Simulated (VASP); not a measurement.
# W18S35 (a cell with a defect) in VASP: single point with PBE

Aim: the single point of W18S35 (a cell with a defect) with PBE.

All numbers are computed with VASP 6.6.1; they aren't measurements. Logs are shortened: lines on timing, memory, paths and dates and some standing lists are left out, and cuts for length are marked.

**1. The cell of the first run**

The cell holds a defect, 53 atoms: a = 9.381 Å, b = 9.381 Å, c = 12.165 Å, α = 90.00°, β = 90.00°, γ = 120.00°.

**2. Single point, PBE**

INCAR reads:

```
SYSTEM = W18S35
  PREC = Accurate
  ENCUT = 400
  EDIFF = 1E-6
  ISMEAR = -1
  SIGMA = 0.01
  LREAL = Auto
  LASPH = .True.
  NELM = 120
  ALGO = Normal
  ISIF = 2
  LWAVE = .False.
  LCHARG = .False.
  GGA = PE
  NBANDS = 263
  GGA_COMPAT = .False.
```

KPOINTS reads:

```
Automatic mesh
0
Gamma
  1 1 1
  0.25 0.25 0.25
```

POSCAR reads:

```
W18S35
1.0
    9.3812494600     -0.0000000900      0.0000000000
   -4.6906246600      8.1244004000      0.0000000000
    0.0000000000      0.0000000000     12.1647637100
W S
18 35
Direct
    0.1115839308      0.2211199500      0.2491570796
    0.2257550126      0.1189340718      0.7509448780
    0.1114767757      0.5541778825      0.2492539167
    0.1937738111      0.4313142934      0.7586638113
    0.1115171490      0.8876129505      0.2490860548
    0.2233241273      0.7760031153      0.7507521081
    0.4449278959      0.2211173689      0.2492664118
    0.5481289470      0.1093072726      0.7505291691
    0.4447570259      0.5543651000      0.2491156485
    0.5641894602      0.4350857758      0.7578212138
    0.4449592916      0.8877178235      0.2491601212
    0.5679659889      0.8056785398      0.7589710101
    0.7780714373      0.2210388437      0.2491925098
    0.8932841151      0.1060558365      0.7500027306
    0.7779779837      0.5541405948      0.2491132645
    0.8902076188      0.4512112771      0.7505076315
    0.7779210606      0.8874559001      0.2492456962
    0.8803590798      0.7735068153      0.7510304530
    0.1125878498      0.2238283345      0.6168710037
    0.2222689198      0.1104168894      0.1186047698
    0.1108889220      0.2184345826      0.8863893502
    0.2220793220      0.1101922574      0.3797647953
    0.1107698075      0.5558029870      0.6170258773
    0.2223353297      0.4439255628      0.1183878318
    0.1091637365      0.5592187468      0.8862163916
    0.2225739406      0.4439827978      0.3800128067
    0.1096097735      0.8895223837      0.6240533874
    0.2221525884      0.7770231290      0.1186666699
    0.1097313929      0.8893727111      0.8762721787
    0.2220496318      0.7770408534      0.3797666860
    0.4458232686      0.2258891672      0.6166796313
    0.5557589035      0.1105445332      0.1185404036
    0.4424462206      0.2205012003      0.8858694058
    0.5555399138      0.1104412641      0.3799601135
    0.5552519924      0.4438742396      0.1184327977
    0.4410732343      0.5587895495      0.6756298927
    0.5551433361      0.4439890789      0.3799493447
    0.4436748259      0.8887682394      0.6172188116
    0.5552039233      0.7766860001      0.1183980252
    0.4397003931      0.8900895677      0.8864329186
    0.5550665812      0.7766144871      0.3800407563
    0.7781418948      0.2214095787      0.6240285616
    0.8886106467      0.1105520452      0.1186267185
    0.7782943215      0.2210968172      0.8754150310
    0.8885946912      0.1104220663      0.3797900321
    0.7735743022      0.5534658373      0.6169263275
    0.8886243408      0.4433843610      0.1184964241
    0.7786871287      0.5566487184      0.8859982205
    0.8886864209      0.4434963693      0.3799056940
    0.7755850375      0.8867886509      0.6168899108
    0.8887918280      0.7769928572      0.1186497358
    0.7810981375      0.8885386878      0.8864757473
    0.8888381610      0.7768729714      0.3797911830
```

Potentials or basis: VASP PAW PBE potentials, release 64 (W_sv, S).

Command:

```
> cat potpaw_PBE.64/W_sv/POTCAR potpaw_PBE.64/S/POTCAR > POTCAR
> mpirun -np 1 vasp_std > vasp.out
```

OUTCAR:

```text
SYSTEM = W18S35
   PREC = Accurate
   ENCUT = 400
   EDIFF = 1E-6
   ISMEAR = -1
   LREAL = Auto
   LASPH = .True.
   NELM = 120
   ISIF = 2
   GGA = PE

 ion  position               nearest neighbor table
   1  0.112  0.221  0.249-  20 2.40  22 2.40  43 2.41  24 2.41  45 2.41  26 2.41   3 3.13   9 3.13
                             7 3.13  13 3.13   5 3.13  17 3.13
   2  0.226  0.119  0.751-  21 2.40  33 2.41  19 2.41  29 2.41  27 2.42  31 2.42  14 3.06   8 3.07
                            10 3.08   4 3.09   6 3.21  18 3.24
   3  0.111  0.554  0.249-  24 2.40  26 2.40  30 2.41  28 2.41  49 2.41  47 2.41   1 3.13   9 3.13
                            13 3.13   5 3.13  15 3.13  11 3.13
   4  0.194  0.431  0.759-  36 2.25  25 2.33  21 2.34  23 2.42  19 2.42  14 2.94  16 2.95   2 3.09
                             6 3.11  10 3.46
   5  0.112  0.888  0.249-  28 2.40  30 2.40  51 2.41  20 2.41  22 2.41  53 2.41  11 3.13   3 3.13
                             7 3.13   1 3.13  15 3.13  17 3.13
   6  0.223  0.776  0.751-  29 2.39  27 2.40  40 2.41  25 2.41  38 2.42  23 2.42  16 3.09   8 3.09
                            12 3.10   4 3.11   2 3.21  18 3.21
   7  0.445  0.221  0.249-  34 2.40  32 2.40  22 2.41  20 2.41  37 2.41  35 2.41  15 3.12  13 3.13
                             9 3.13   1 3.13  11 3.13   5 3.13
   8  0.548  0.109  0.751-  44 2.41  33 2.41  31 2.41  38 2.42  42 2.42  40 2.43  12 2.95  10 2.99
                             2 3.07   6 3.09  16 3.21  14 3.25
   9  0.445  0.554  0.249-  37 2.40  35 2.40  39 2.41  26 2.41  24 2.41  41 2.41  17 3.13   3 3.13
                             1 3.13  11 3.13   7 3.13  15 3.13
  10  0.564  0.435  0.758-  36 2.24  33 2.34  48 2.34  46 2.42  31 2.42   8 2.99  16 2.99  18 3.08
                             2 3.08   4 3.46  12 3.46
  11  0.445  0.888  0.249-  39 2.40  41 2.40  28 2.41  32 2.41  30 2.41  34 2.41  17 3.12  13 3.13
                             9 3.13   5 3.13   7 3.13   3 3.13
[... 47 lines left out ...]
  52  0.781  0.889  0.886-  12 2.34  18 2.40  14 2.42
  53  0.889  0.777  0.380-  17 2.40   5 2.41  15 2.41

  LATTYP: Found a hexagonal cell.
 ALAT       =     9.3812494600
 C/A-ratio  =     1.2967103968

  Lattice vectors:

 A1 = (   9.3812494600,  -0.0000000900,   0.0000000000)
 A2 = (  -4.6906246600,   8.1244004000,   0.0000000000)
 A3 = (   0.0000000000,   0.0000000000,  12.1647637100)

Analysis of symmetry for initial positions (statically):
=====================================================================
 Subroutine PRICEL returns:
 Original cell was already a primitive cell.

 Routine SETGRP: Setting up the symmetry group for a
 hexagonal supercell.

 Subroutine GETGRP returns: Found  1 space group operations
 (whereof  1 operations were pure point group operations)
 out of a pool of 24 trial point group operations.

The static configuration has the point symmetry C_1 .

Analysis of symmetry for dynamics (positions and initial velocities):
=====================================================================
 Subroutine PRICEL returns:
 Original cell was already a primitive cell.

 Routine SETGRP: Setting up the symmetry group for a
 hexagonal supercell.

 Subroutine GETGRP returns: Found  1 space group operations
 (whereof  1 operations were pure point group operations)
 out of a pool of 24 trial point group operations.

The dynamic configuration has the point symmetry C_1 .

 Subroutine INISYM returns: Found  1 space group operations
 (whereof  1 operations are pure point group operations),
 and found     1 'primitive' translations

----------------------------------------------------------------------------------------

                                     Primitive cell

  volume of cell :     927.1621

  direct lattice vectors                    reciprocal lattice vectors
     9.381249460 -0.000000090  0.000000000     0.106595610  0.061543003  0.000000000
    -4.690624660  8.124400400  0.000000000     0.000000001  0.123086007  0.000000000
     0.000000000  0.000000000 12.164763710     0.000000000  0.000000000  0.082204638

  length of vectors
     9.381249460  9.381249467 12.164763710     0.123086007  0.123086007  0.082204638

  position of ions in fractional coordinates (direct lattice)
     0.111583931  0.221119950  0.249157080
     0.225755013  0.118934072  0.750944878
     0.111476776  0.554177882  0.249253917
     0.193773811  0.431314293  0.758663811
     0.111517149  0.887612950  0.249086055
     0.223324127  0.776003115  0.750752108
[... 45 lines left out ...]
     0.781098138  0.888538688  0.886475747
     0.888838161  0.776872971  0.379791183

  ion indices of the primitive-cell ions
   primitive index   ion index
                 1           1
                 2           2
                 3           3
                 4           4
                 5           5
                 6           6
[... 45 lines left out ...]
                52          52
                53          53

----------------------------------------------------------------------------------------

 KPOINTS: Automatic mesh

Automatic generation of k-mesh.
 Grid dimensions read from file:
 generate k-points for:    1    1    1

 Generating k-lattice:

  Cartesian coordinates                     Fractional coordinates (reciprocal lattice)
     0.106595610  0.061543003  0.000000000     1.000000000 -0.000000000  0.000000000
     0.000000001  0.123086007  0.000000000     0.000000000  1.000000000  0.000000000
     0.000000000  0.000000000  0.082204638     0.000000000  0.000000000  1.000000000

  Length of vectors
     0.123086007  0.123086007  0.082204638

  Shift w.r.t. Gamma in fractional coordinates (k-lattice)
     0.250000000  0.250000000  0.250000000

 Subroutine IBZKPT returns following result:
 ===========================================

 Found      6 irreducible k-points:

 Following reciprocal coordinates:
            Coordinates               Weight
  0.250000  0.250000  0.250000      2.000000
 -0.250000  0.500000  0.250000      2.000000
  0.500000  0.250000  0.250000      2.000000
 -0.250000 -0.250000  0.250000      2.000000
  0.250000  0.500000  0.250000      2.000000
  0.500000 -0.250000  0.250000      2.000000
   k-points           NKPTS =      6   k-points in BZ     NKDIM =      6   number of bands    NBANDS=    263
   number of dos      NEDOS =    301   number of ions     NIONS =     53
   total plane-waves  NPLWV = 327680
   dimension x,y,z NGX =    64 NGY =   64 NGZ =   80
   dimension x,y,z NGXF=   128 NGYF=  128 NGZF=  160
   ions per type =              18  35
   NGX,Y,Z   is equivalent  to a cutoff of  11.34, 11.34, 10.93 a.u.
   NGXF,Y,Z  is equivalent  to a cutoff of  22.68, 22.68, 21.87 a.u.
 SYSTEM =  W18S35
   PREC   = accura    normal or accurate (medium, high low for compatibility)
   ISTART =      0    job   : 0-new  1-cont  2-samecut
   ICHARG =      2    charge: 1-file 2-atom 10-const
   ISPIN  =      1    spin polarized calculation?
   LNONCOLLINEAR =      F non collinear calculations
   LSORBIT =      F    spin-orbit coupling
   LASPH  =      T    aspherical Exc in radial PAW
   ENCUT  =  400.0 eV  29.40 Ry    5.42 a.u.  15.30 15.30 19.84*2*pi/ulx,y,z
   NELM   =    120;   NELMIN=  2; NELMDL= -5     # of ELM steps
   EDIFF  = 0.1E-05   stopping-criterion for ELM
   LREAL  =      T    real-space projection
   EDIFFG = 0.1E-04   stopping-criterion for IOM
   NSW    =      0    number of steps for IOM
[... 5 lines left out ...]
   TEBEG  =    0.0;   TEEND  =   0.0 temperature during run
   PSTRESS=    0.0 pullay stress
   NELECT =     462.0000    total number of electrons
   NUPDOWN=      -1.0000    fix difference up-down
   EMIN   =  10.00;   EMAX   =-10.00  energy-range for DOS
   EFERMI =   0.00;   METHOD = LEGACY
   ISMEAR =    -1;   SIGMA  =   0.01  broadening in eV -4-tet -1-fermi 0-gaus
   EFERMI_NEDOS =   21; number of points for ismear=-14 and -15
   IALGO  =     38    algorithm
   IMIX   =      4    mixing-type and parameters
     AMIX     =   0.40;   BMIX     =  1.00
     AMIX_MAG =   1.60;   BMIX_MAG =  1.00
  volume/ion in A,a.u.               =      17.49       118.05
  Fermi-wavevector in a.u.,A,eV,Ry     =   1.297887  2.452651 22.919164  1.684511
  Thomas-Fermi vector in A             =   2.429251
   LORBIT       =      0    0 simple, 1 ext, 2 COOP (PROOUT), +10 PAW based schemes
   GGA     = PE    functional components
   LHFCALC =     F    Hartree Fock is set to
   AEXX    =    0.0000 exact exchange contribution
   IVDW    =     0    specifies the selected vdW correction
   LEPSILON=     F    determine dielectric tensor
   LRPA    =     F    only Hartree local field effects (RPA)
 non-spin polarized calculation
  energy-cutoff  :      400.00
  volume of cell :      927.16
 maximum number of plane-waves:     16845
 NGX is ok and might be reduce to    64
   NGX = 31   NGY = 31   NGZ = 39

 number of electron     462.0000017 magnetization

 Free energy of the ion-electron system (eV)
  ---------------------------------------------------
  ext. energy  EPLUGINS =         0.00000000
  ---------------------------------------------------
  free energy    TOTEN  =      -415.32779730 eV

  energy without entropy =     -415.32758167  energy(sigma->0) =     -415.32768949

 E-fermi :   8.0424     XC(G=0): -11.0514

 val. band max:        7.9704668954   @ k =  -0.2500   0.5000   0.2500
 cond. band min:       8.1136648190   @ k =  -0.2500   0.5000   0.2500
 fundamental gap:      0.1431979236
 Fermi energy:         8.0424441361

 k-point     1 :       0.2500    0.2500    0.2500
  band No.  band energies     occupation
      1     -66.9854      2.00000
      2     -66.9663      2.00000
      3     -66.9633      2.00000
      4     -66.9568      2.00000
      5     -66.9530      2.00000
      6     -66.9516      2.00000
[... 1465 lines left out ...]
    242       9.5081      0.00000
    243       9.5427      0.00000
 [bands above 243 left out]

------------------------ aborting loop because EDIFF is reached ----------------------------------------

  FORCE on cell =-STRESS in cart. coord.  units (eV):
  Direction    XX          YY          ZZ          XY          YZ          ZX
  --------------------------------------------------------------------------------------
  -------------------------------------------------------------------------------------
  Total       39.3270468     38.4092577     26.3793211     -0.8184456      0.1526960      0.1219876
  in kB       67.9588841     66.3729038     45.5846388     -1.4143104      0.2638655      0.2108000
  external PRESSURE =      59.9721422 kB  Pullay stress =       0.0000000 kB

 VOLUME and BASIS-vectors are now :
 -----------------------------------------------------------------------------
  energy-cutoff  :      400.00
  volume of cell :      927.16
      direct lattice vectors                 reciprocal lattice vectors
     9.381249460 -0.000000090  0.000000000     0.106595610  0.061543003  0.000000000
    -4.690624660  8.124400400  0.000000000     0.000000001  0.123086007  0.000000000
     0.000000000  0.000000000 12.164763710     0.000000000  0.000000000  0.082204638

 POSITION                                       TOTAL-FORCE (eV/Angst)
 -----------------------------------------------------------------------------------
      0.00961      1.79647      3.03094        -0.148578      0.092009      0.024278
      1.55999      0.96627      9.13507         0.045361     -0.206909      0.099416
     -1.55365      4.50236      3.03212        -0.142060      0.088551     -0.002864
     -0.20529      3.50417      9.22897         1.021210      0.589764      0.632267
     -3.11729      7.21132      3.03007        -0.154261      0.086585      0.005423
     -1.54488      6.30456      9.13272         0.178143     -0.112550      0.168716
[... 45 lines left out ...]
      3.15988      7.21884     10.78377         0.024889      0.088270      0.077153
      4.69439      6.31163      4.62007         0.067409     -0.031888      0.003911
 -----------------------------------------------------------------------------------
    total drift:                                0.003614     -0.000213      0.010865

  FREE ENERGIE OF THE ION-ELECTRON SYSTEM (eV)
  ---------------------------------------------------
  free  energy   TOTEN  =      -415.3277973014 eV

  energy  without entropy=     -415.3275816686  energy(sigma->0) =     -415.32768949
```

Wall time 32 min (1 thread of Intel Xeon Platinum 8375C at 2.90GHz (Ice Lake), shared host); peak memory 1 GiB.

Results:

* Free energy: -415.3278 eV
* Pressure: 6.0 GPa
* Largest force: 5.276 eV/Å
* Band gap on the k mesh: 0.14 eV

Forces in eV/Å, atoms in the order of the input:
```
W   -0.149  0.092  0.024
W    0.045 -0.207  0.099
W   -0.142  0.089 -0.003
W    1.021  0.590  0.632
W   -0.154  0.087  0.005
W    0.178 -0.113  0.169
W   -0.146  0.095 -0.007
W    0.279 -0.002  0.030
W   -0.146  0.084  0.008
W   -0.384  0.223  0.683
W   -0.143  0.064  0.029
W    0.015 -1.145  0.618
W   -0.138  0.077  0.012
W   -0.357  0.208  0.186
W   -0.148  0.087  0.038
W    0.119 -0.245  0.038
W   -0.148  0.097  0.004
W    0.190  0.062  0.098
S   -0.088  0.194  0.229
S    0.063 -0.039  0.019
S   -0.057 -0.076  0.074
S    0.061 -0.039  0.014
S    0.043 -0.122  0.322
S    0.081 -0.044  0.007
S   -0.126  0.083  0.050
S    0.081 -0.044  0.020
S   -0.020  0.019  0.022
S    0.070 -0.047  0.014
S   -0.030  0.033  0.120
S    0.070 -0.033  0.013
S   -0.070  0.161  0.367
S    0.066 -0.032  0.011
S   -0.118 -0.029  0.064
S    0.071 -0.040  0.008
S    0.063 -0.045  0.012
S   -0.037 -0.003 -5.276
S    0.066 -0.033  0.014
S    0.129  0.015  0.313
S    0.075 -0.038  0.003
S   -0.113  0.086  0.029
S    0.078 -0.056  0.016
S   -0.085  0.035 -0.141
S    0.072 -0.053  0.012
S   -0.076  0.040  0.235
S    0.090 -0.046  0.020
S   -0.186 -0.019  0.332
S    0.070 -0.043  0.016
S   -0.026  0.124  0.044
S    0.059 -0.032  0.012
S   -0.226 -0.032  0.251
S    0.062 -0.043  0.009
S    0.025  0.088  0.077
S    0.067 -0.032  0.004
```

Caveat: spin-orbit coupling is left out, which moves the levels of the heavy elements.
